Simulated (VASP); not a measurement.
Set up this calculation in VASP 6.6.1, as the native input.

* Task: relaxation of cell and atoms
* Functional: PBE
* Potentials or basis: VASP PAW PBE potentials, release 64 (Hf_pv, Si, O, F)
* Cutoff: 600 eV
* k mesh: 4 × 4 × 4
* Occupations: gaussian, width 0.1 eV
* Spin: no spin polarisation
* Dipole correction: no
* Further INCAR settings: ALGO = Normal; EDIFF = 1e-07; IBRION = 2; EDIFFG = -0.04; NSW = 90; ISIF = 3

The structure of Hf2SiOF2 lies in POSCAR:

```
Hf2SiOF2
1.0
    3.8660858100      0.0000000000      0.0000000000
    0.0000000000      3.8660858100      0.0000000000
    0.0000000000      0.0000000000      5.3452196400
Hf Si O F
2 1 1 2
Direct
    0.0000000000      0.5000000000      0.5000000000
    0.5000000000      0.0000000000      0.5000000000
    0.0000000000      0.0000000000      0.0000000000
    0.0000000000      0.0000000000      0.5000000000
    0.5000000000      0.5000000000      0.7753030100
    0.5000000000      0.5000000000      0.2246969900
```

The cell was generated, and may not be a known phase.

One way to write it, as run:

INCAR

```
SYSTEM = Hf2SiOF2
ALGO = Normal
EDIFF = 1E-7
EDIFFG = -0.04
ENCUT = 600
GGA = PE
IBRION = 2
ISIF = 3
ISMEAR = 0
LASPH = .True.
LCHARG = .False.
LREAL = .False.
LWAVE = .False.
NELM = 80
NSW = 90
PREC = Accurate
SIGMA = 0.1
```

KPOINTS

```
k-points
0
Gamma
  4 4 4
  0 0 0
```

Potentials or basis: VASP PAW PBE potentials, release 64 (Hf_pv, Si, O, F).

The run is started by

```bash
$ cat potpaw_PBE.64/Hf_pv/POTCAR potpaw_PBE.64/Si/POTCAR potpaw_PBE.64/O/POTCAR potpaw_PBE.64/F/POTCAR > POTCAR
$ mpirun -np 1 vasp_std > vasp.out
```

Results of the run:

```yaml
Relaxed_volume: 13.96 Å³/atom
Relaxed_cell: a = 4.313 Å, b = 4.313 Å, c = 4.502 Å, α = 90.00°, β = 90.00°, γ = 90.00°
Space_group_after_relaxing_to_0.1_Å: P4/mmm (No. 123)
Energy_gained_by_relaxing: 757.8 meV/atom
Ionic_steps: 11
Pressure_after_relaxing: -0.1 GPa
Largest_force_after_relaxing: 0.006 eV/Å
Band_gap_on_the_k_mesh: zero (bands 22 and 23 overlap by 2.28 eV)
```

Caveat: the k points lie up to 0.36 Å⁻¹ apart in the final cell, too coarse for converged energies and pressures of a metal; a cell axis changed by over 15 % at a fixed basis, so the end point is rough; spin-orbit coupling is left out, which moves the levels of the heavy elements.

It took 2.7 min on 1 thread of Intel(R) Xeon(R) 6975P-C (Granite Rapids), with other jobs on the host, peak memory 0.25 GiB.
